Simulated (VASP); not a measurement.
# Au in VASP: a series of runs

Runs on Au. Level: PBE. Tasks: single point.

Program: VASP 6.6.1. These are calculated values, not measurements. Logs are shortened: lines on timing, memory, paths and dates and some standing lists are left out, and cuts for length are marked.

### 1 The cell of the first run

The cell holds a slab with vacuum, 4 atoms: a = 2.940 Å, b = 2.940 Å, c = 23.202 Å, α = 90.00°, β = 90.00°, γ = 120.00°.

### 2 Single point, PBE

Input file INCAR:

```
SYSTEM = Au
  PREC = Accurate
  ENCUT = 520
  EDIFF = 1E-6
  ISMEAR = -1
  SIGMA = 0.05
  LREAL = .FALSE.
  LASPH = .TRUE.
  NELM = 100
  ALGO = Normal
  ISIF = 2
  LWAVE = .FALSE.
  LCHARG = .FALSE.
  LDIPOL = .TRUE.
  IDIPOL = 3
  DIPOL = 0.5 0.5 0.500
  GGA = PE
  NBANDS = 30
```

Input file KPOINTS:

```
regular mesh
0
G
  13 13 1
  0 0 0
```

Input file POSCAR:

```
Au
1.0
    2.9400990585      0.0000000000      0.0000000000
   -1.4700495293      2.5462004743      0.0000000000
    0.0000000000      0.0000000000     23.2017000000
Au
4
Direct
    0.0000000000      0.0000000000      0.3448014049
    0.3333333340      0.6666666660      0.4482671346
    0.6666666670      0.3333333330      0.5517328648
    0.0000000000      0.0000000000      0.6551985951
```

Potentials or basis: VASP PAW PBE potentials, release 64 (Au).

Command:

```sh
cat potpaw_PBE.64/Au/POTCAR > POTCAR
mpirun -np 1 vasp_std > vasp.out
```

OUTCAR:

```text
SYSTEM = Au
   PREC = Accurate
   ENCUT = 520
   EDIFF = 1E-6
   ISMEAR = -1
   LREAL = .FALSE.
   LASPH = .TRUE.
   NELM = 100
   ISIF = 2
   GGA = PE

 ion  position               nearest neighbor table
   1  0.000  0.000  0.345-   2 2.94   2 2.94   2 2.94
   2  0.333  0.667  0.448-   1 2.94   1 2.94   1 2.94   3 2.94   3 2.94   3 2.94
   3  0.667  0.333  0.552-   2 2.94   2 2.94   2 2.94   4 2.94   4 2.94   4 2.94
   4  0.000  0.000  0.655-   3 2.94   3 2.94   3 2.94

  LATTYP: Found a hexagonal cell.
 ALAT       =     2.9400990585
 C/A-ratio  =     7.8914688037

  Lattice vectors:

 A1 = (   2.9400990585,   0.0000000000,   0.0000000000)
 A2 = (  -1.4700495293,   2.5462004743,   0.0000000000)
 A3 = (   0.0000000000,   0.0000000000,  23.2017000000)

Analysis of symmetry for initial positions (statically):
=====================================================================
 Subroutine PRICEL returns:
 Original cell was already a primitive cell.

 Routine SETGRP: Setting up the symmetry group for a
 hexagonal supercell.

 Subroutine GETGRP returns: Found 12 space group operations
 (whereof 12 operations were pure point group operations)
 out of a pool of 24 trial point group operations.

The static configuration has the point symmetry D_3d.

Analysis of symmetry for dynamics (positions and initial velocities):
=====================================================================
 Subroutine PRICEL returns:
 Original cell was already a primitive cell.

 Routine SETGRP: Setting up the symmetry group for a
 hexagonal supercell.

 Subroutine GETGRP returns: Found 12 space group operations
 (whereof 12 operations were pure point group operations)
 out of a pool of 24 trial point group operations.

The dynamic configuration has the point symmetry D_3d.

 Subroutine INISYM returns: Found 12 space group operations
 (whereof 12 operations are pure point group operations),
 and found     1 'primitive' translations

----------------------------------------------------------------------------------------

                                     Primitive cell

  volume of cell :     173.6898

  direct lattice vectors                    reciprocal lattice vectors
     2.940099058  0.000000000  0.000000000     0.340124594  0.196371026  0.000000000
    -1.470049529  2.546200474  0.000000000     0.000000000  0.392742052  0.000000000
     0.000000000  0.000000000 23.201700000     0.000000000  0.000000000  0.043100290

  length of vectors
     2.940099058  2.940099059 23.201700000     0.392742052  0.392742052  0.043100290

  position of ions in fractional coordinates (direct lattice)
     0.000000000  0.000000000  0.344801405
     0.333333334  0.666666666  0.448267135
     0.666666667  0.333333333  0.551732865
     0.000000000  0.000000000  0.655198595

  ion indices of the primitive-cell ions
   primitive index   ion index
                 1           1
                 2           2
                 3           3
                 4           4

----------------------------------------------------------------------------------------

 KPOINTS: regular mesh

Automatic generation of k-mesh.
 Grid dimensions read from file:
 generate k-points for:   13   13    1

 Generating k-lattice:

  Cartesian coordinates                     Fractional coordinates (reciprocal lattice)
     0.026163430  0.015105464  0.000000000     0.076923077 -0.000000000  0.000000000
     0.000000000  0.030210927  0.000000000     0.000000000  0.076923077  0.000000000
     0.000000000  0.000000000  0.043100290     0.000000000  0.000000000  1.000000000

  Length of vectors
     0.030210927  0.030210927  0.043100290

  Shift w.r.t. Gamma in fractional coordinates (k-lattice)
     0.000000000  0.000000000  0.000000000

 Subroutine IBZKPT returns following result:
 ===========================================

 Found     21 irreducible k-points:

 Following reciprocal coordinates:
            Coordinates               Weight
  0.000000  0.000000  0.000000      1.000000
  0.076923  0.000000  0.000000      6.000000
  0.153846  0.000000  0.000000      6.000000
  0.230769  0.000000  0.000000      6.000000
  0.307692  0.000000  0.000000      6.000000
  0.384615  0.000000  0.000000      6.000000
[... 13 lines left out ...]
  0.384615  0.230769  0.000000      6.000000
  0.307692  0.307692  0.000000      6.000000
   k-points           NKPTS =     21   k-points in BZ     NKDIM =     21   number of bands    NBANDS=     30
   number of dos      NEDOS =    301   number of ions     NIONS =      4
   total plane-waves  NPLWV = 103680
   dimension x,y,z NGX =    24 NGY =   24 NGZ =  180
   dimension x,y,z NGXF=    48 NGYF=   48 NGZF=  360
   ions per type =               4
   NGX,Y,Z   is equivalent  to a cutoff of  13.57, 13.57, 12.90 a.u.
   NGXF,Y,Z  is equivalent  to a cutoff of  27.14, 27.14, 25.79 a.u.
 SYSTEM =  Au
   PREC   = accura    normal or accurate (medium, high low for compatibility)
   ISTART =      0    job   : 0-new  1-cont  2-samecut
   ICHARG =      2    charge: 1-file 2-atom 10-const
   ISPIN  =      1    spin polarized calculation?
   LNONCOLLINEAR =      F non collinear calculations
   LSORBIT =      F    spin-orbit coupling
   LASPH  =      T    aspherical Exc in radial PAW
   ENCUT  =  520.0 eV  38.22 Ry    6.18 a.u.   5.47  5.47 43.14*2*pi/ulx,y,z
   NELM   =    100;   NELMIN=  2; NELMDL= -5     # of ELM steps
   EDIFF  = 0.1E-05   stopping-criterion for ELM
   LREAL  =      F    real-space projection
   EDIFFG = 0.1E-04   stopping-criterion for IOM
   NSW    =      0    number of steps for IOM
   IBRION =     -1    ionic relax: 0-MD 1-quasi-New 2-CG
   NFREE  =      0    steps in history (QN), initial steepest desc. (CG)
   ISIF   =      2    stress and relaxation
   ISYM   =      2    0-nonsym 1-usesym 2-fastsym
   POTIM  = 0.5000    time-step for ionic-motion
   TEBEG  =    0.0;   TEEND  =   0.0 temperature during run
   PSTRESS=    0.0 pullay stress
   NELECT =      44.0000    total number of electrons
   NUPDOWN=      -1.0000    fix difference up-down
   EMIN   =  10.00;   EMAX   =-10.00  energy-range for DOS
   EFERMI =   0.00;   METHOD = LEGACY
   ISMEAR =    -1;   SIGMA  =   0.05  broadening in eV -4-tet -1-fermi 0-gaus
   EFERMI_NEDOS =   21; number of points for ismear=-14 and -15
   IALGO  =     38    algorithm
   IMIX   =      4    mixing-type and parameters
     AMIX     =   0.40;   BMIX     =  1.00
     AMIX_MAG =   1.60;   BMIX_MAG =  1.00
  volume/ion in A,a.u.               =      43.42       293.03
  Fermi-wavevector in a.u.,A,eV,Ry     =   1.035860  1.957491 14.599123  1.073005
  Thomas-Fermi vector in A             =   2.170223
   LORBIT       =      0    0 simple, 1 ext, 2 COOP (PROOUT), +10 PAW based schemes
   GGA     = PE    functional components
[... 5 lines left out ...]
 non-spin polarized calculation
  energy-cutoff  :      520.00
  volume of cell :      173.69
 maximum number of plane-waves:      4769
 NGX is ok and might be reduce to    24
   NGX = 11   NGY = 11   NGZ = 87

 number of electron      43.9999995 magnetization

 dipolmoment           0.000000      0.000000      0.000000 electrons x Angstroem

 Free energy of the ion-electron system (eV)
  ---------------------------------------------------
  ext. energy  EPLUGINS =         0.00000000
  ---------------------------------------------------
  free energy    TOTEN  =       -12.21403337 eV

  energy without entropy =      -12.19530292  energy(sigma->0) =      -12.20466815

 E-fermi :   0.3498     XC(G=0):  -5.8103

 val. band max:        0.3478650952   @ k =   0.1538   0.0000   0.0000
 cond. band min:       0.5926518667   @ k =   0.3846   0.0000   0.0000
 fundamental gap:      0.2447867714
 Fermi energy:         0.3497886464

 k-point     1 :       0.0000    0.0000    0.0000
  band No.  band energies     occupation
      1      -8.3312      2.00000
      2      -7.2067      2.00000
      3      -6.2150      2.00000
      4      -6.1615      2.00000
      5      -3.8979      2.00000
      6      -3.8078      2.00000
[... 22 lines left out ...]
     29       6.5896      0.00000
     30       8.5521      0.00000

 k-point     2 :       0.0769    0.0000    0.0000
  band No.  band energies     occupation
      1      -8.1589      2.00000
      2      -7.0381      2.00000
      3      -6.0478      2.00000
      4      -6.0131      2.00000
      5      -3.9744      2.00000
      6      -3.9272      2.00000
[... 22 lines left out ...]
     29       6.7241      0.00000
     30       8.6933      0.00000

 k-point     3 :       0.1538    0.0000    0.0000
  band No.  band energies     occupation
      1      -7.6680      2.00000
      2      -6.5753      2.00000
      3      -5.6383      2.00000
      4      -5.5876      2.00000
      5      -4.2592      2.00000
      6      -4.0924      2.00000
[... 22 lines left out ...]
     29       7.1283      0.00000
     30       9.1100      0.00000

 k-point     4 :       0.2308    0.0000    0.0000
  band No.  band energies     occupation
      1      -6.9621      2.00000
      2      -6.0083      2.00000
      3      -5.3051      2.00000
      4      -5.0768      2.00000
      5      -4.6207      2.00000
      6      -4.2072      2.00000
[... 22 lines left out ...]
     29       7.8037      0.00000
     30       9.7468      0.00000

 k-point     5 :       0.3077    0.0000    0.0000
  band No.  band energies     occupation
      1      -6.3052      2.00000
      2      -5.7059      2.00000
      3      -5.2898      2.00000
      4      -5.0534      2.00000
      5      -4.9093      2.00000
      6      -4.3748      2.00000
[... 22 lines left out ...]
     29       8.4657      0.00000
     30       8.7910      0.00000
[... 427 lines left out ...]
     29       8.2792      0.00000
     30       8.7219      0.00000

 k-point    19 :       0.3077    0.2308    0.0000
  band No.  band energies     occupation
      1      -5.2523      2.00000
      2      -5.2147      2.00000
      3      -4.8796      2.00000
      4      -4.6983      2.00000
      5      -4.4710      2.00000
      6      -4.3292      2.00000
[... 22 lines left out ...]
     29       7.5956      0.00000
     30       9.0586      0.00000

 k-point    20 :       0.3846    0.2308    0.0000
  band No.  band energies     occupation
      1      -5.2478      2.00000
      2      -5.2098      2.00000
      3      -4.8676      2.00000
      4      -4.6192      2.00000
      5      -4.6014      2.00000
      6      -4.3373      2.00000
[... 22 lines left out ...]
     29       7.9850      0.00000
     30       7.9959      0.00000

 k-point    21 :       0.3077    0.3077    0.0000
  band No.  band energies     occupation
      1      -5.0625      2.00000
      2      -5.0122      2.00000
      3      -4.8204      2.00000
      4      -4.5240      2.00000
      5      -4.4559      2.00000
      6      -4.2951      2.00000
[... 22 lines left out ...]
     29       6.9106      0.00000
     30       7.7970      0.00000

------------------------ aborting loop because EDIFF is reached ----------------------------------------

 vacuum level on the upper side and lower side of the slab       (xc-potential included)        -0.010        -0.010

  FORCE on cell =-STRESS in cart. coord.  units (eV):
  Direction    XX          YY          ZZ          XY          YZ          ZX
  --------------------------------------------------------------------------------------
  -------------------------------------------------------------------------------------
  Total       -2.4750520     -2.4750520     -0.0412757      0.0000000     -0.0000000      0.0000000
  in kB      -22.8307692    -22.8307692     -0.3807422      0.0000000     -0.0000000      0.0000000
  external PRESSURE =     -15.3474269 kB  Pullay stress =       0.0000000 kB

 VOLUME and BASIS-vectors are now :
 -----------------------------------------------------------------------------
  energy-cutoff  :      520.00
  volume of cell :      173.69
      direct lattice vectors                 reciprocal lattice vectors
     2.940099058  0.000000000  0.000000000     0.340124594  0.196371026  0.000000000
    -1.470049529  2.546200474  0.000000000     0.000000000  0.392742052  0.000000000
     0.000000000  0.000000000 23.201700000     0.000000000  0.000000000  0.043100290

 POSITION                                       TOTAL-FORCE (eV/Angst)
 -----------------------------------------------------------------------------------
      0.00000      0.00000      7.99998         0.000000     -0.000000     -0.046719
      0.00000      1.69747     10.40056        -0.000000      0.000000      0.136840
      1.47005      0.84873     12.80114         0.000000     -0.000000     -0.136840
      0.00000      0.00000     15.20172         0.000000     -0.000000      0.046719
 -----------------------------------------------------------------------------------
    total drift:                               -0.000001      0.000001      0.000014

  FREE ENERGIE OF THE ION-ELECTRON SYSTEM (eV)
  ---------------------------------------------------
  free  energy   TOTEN  =       -12.2140333738 eV

  energy  without entropy=      -12.1953029214  energy(sigma->0) =      -12.20466815

 vacuum level on the upper side and lower side of the slab         5.653         5.653
```

Wall time 69 s (1 thread of Intel Xeon 6975P-C (Granite Rapids), shared host); peak memory 0.33 GiB.

What came out:

* Free energy: -12.2140 eV
* Largest force: 0.137 eV/Å
* Band gap on the k mesh: zero (band 22 reaches 3.30 eV, above the bottom of band 23 at -1.44 eV)

Forces in eV/Å, atoms in the order of the input:
```
Au   0.000  0.000 -0.047
Au   0.000  0.000  0.137
Au   0.000  0.000 -0.137
Au   0.000  0.000  0.047
```

Caveat: spin-orbit coupling is left out, which moves the levels of the heavy elements.

### 3 Single point, PBE

Input file INCAR:

```
PREC     = Accurate       # precision mode
ENCUT    = 520            # plane-wave cutoff, eV
EDIFF    = 1E-6           # SCF threshold, eV
ISMEAR   = -1             # smearing method
SIGMA    = 0.05           # smearing width, eV
LREAL    = F              # projectors in reciprocal space
LASPH    = T              # aspherical terms in the spheres
NELM     = 100            # most SCF steps
ALGO     = Normal         # electronic algorithm
ISIF     = 2              # what is computed and relaxed
LWAVE    = F              # write WAVECAR
LCHARG   = F              # write CHGCAR
LDIPOL   = T            
IDIPOL   = 3            
DIPOL    = 0.5 0.5 0.500
GGA      = PE             # functional
NBANDS   = 30             # bands
```

Input file KPOINTS:

```
regular mesh
0
Gamma
  13 13 1
```

Input file POSCAR:

```
Au
1.0
    2.9400990585      0.0000000000      0.0000000000
   -1.4700495293      2.5462004743      0.0000000000
    0.0000000000      0.0000000000     23.2017000000
Au
4
Direct
    0.0000000000      0.0000000000      0.3445147924
    0.3333333333      0.6666666667      0.4487741934
    0.6666666667      0.3333333333      0.5512258202
    0.0000000000      0.0000000000      0.6554851934
```

Potentials or basis: VASP PAW PBE potentials, release 64 (Au).

Command:

```sh
cat potpaw_PBE.64/Au/POTCAR > POTCAR
mpirun -np 1 vasp_std > vasp.out
```

Run time: 71 s. Hardware: 1 thread of Intel Xeon 6975P-C (Granite Rapids), shared host; peak memory 0.33 GiB.

Results (log left out):

```yaml
Free_energy: -12.2159 eV
Band_gap_on_the_k_mesh: zero (band 22 reaches 3.30 eV, above the bottom of band 23 at -1.45 eV)
```

Forces in eV/Å, atoms in the order of the input:
```
Au   0.000  0.000  0.003
Au   0.000  0.000  0.000
Au   0.000  0.000  0.000
Au   0.000  0.000 -0.003
```

Levels at points of the mesh, in eV from the Fermi level:
| k point | band 21 | band 22 | band 23 | band 24 | band 25 | band 26 |
| --- | --- | --- | --- | --- | --- | --- |
| (0.00, 0.00, 0.00) | -2.09 | -1.79 | -1.79 | -0.93 | 0.48 | 4.67 |

Caveat: spin-orbit coupling is left out, which moves the levels of the heavy elements.
